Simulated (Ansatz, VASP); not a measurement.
Pd in VASP and in Ansatz

```
CELL_PARAMETERS angstrom
-1.54193 1.54193 1.54193
1.54193 -1.54193 1.54193
1.54193 1.54193 -1.54193
ATOMIC_POSITIONS crystal
Pd 0.00000 0.00000 0.00000
```

Alike in both runs: functional PBEsol; k mesh 13 × 13 × 13; occupations gaussian, width 0.01 eV; no spin polarisation.

Ansatz relaxed the structure, and its values are those at the end. VASP's run is a single point on that final structure, the one shown.

|  | VASP | Ansatz |
| --- | --- | --- |
| version | VASP 6.6.1 | Ansatz 0.2.0 |
| potentials or method | VASP PAW PBE potentials, release 64 (Pd) | plane waves, PAW |
| plane-wave cutoff (eV) | 520 | 420 |
| valence electrons in the cell | 10 | 18 |

Ansatz gave:

```
pressure (GPa) : 0.0
```

Task: What did VASP give for the same quantities?

Result: Pressure (GPa): -0.4.

VASP's potentials were made for PBE, not for PBEsol. With one functional, cell and mesh, what is left measures potentials, basis and numerics. VASP's potentials hold 10 valence electrons a cell and Ansatz's 18, so a difference there can come from the potentials and not from the codes. Ansatz's warnings: stress scf threshold loose.
